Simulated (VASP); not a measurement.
A run of VASP 6.6.1:

The input INCAR:

```
PREC = Accurate
ENCUT = 520
EDIFF = 1E-7
ISMEAR = 0
SIGMA = 0.02
LREAL = F
LASPH = T
NELM = 60
ALGO = Normal
ISIF = 2
LWAVE = F
LCHARG = F
GGA = PE
NBANDS = 33
```

The input KPOINTS:

```
Automatic mesh
0
Gamma
  6 6 10
```

POSCAR

```
TiO2
1.0
    4.5489690478      0.0000000000      0.0000000000
    0.0000000000      4.5489690478      0.0000000000
    0.0000000000      0.0000000000      2.9174432642
Ti O
2 4
Direct
    0.0000000000      0.0000000000      0.0000000000
    0.5000000000      0.5000000000      0.5000000000
    0.3030870501      0.3030870501      0.0000000000
    0.1969129499      0.8030870501      0.5000000000
    0.6969129499      0.6969129499      0.0000000000
    0.8030870501      0.1969129499      0.5000000000
```

Potentials or basis: VASP PAW PBE potentials, release 64 (Ti_sv, O).

The run is started by

```sh
$ cat potpaw_PBE.64/Ti_sv/POTCAR potpaw_PBE.64/O/POTCAR > POTCAR
$ mpirun -np 1 vasp_std > vasp.out
```

Hardware: 1 thread of Intel Xeon 6975P-C (shared host).

Task: Estimate the wall time of this run.

Result: Wall time 94 s on 1 thread of Intel Xeon 6975P-C, on a shared host, peak memory 0.23 GiB. Counts: scf iterations 17, k points 60.
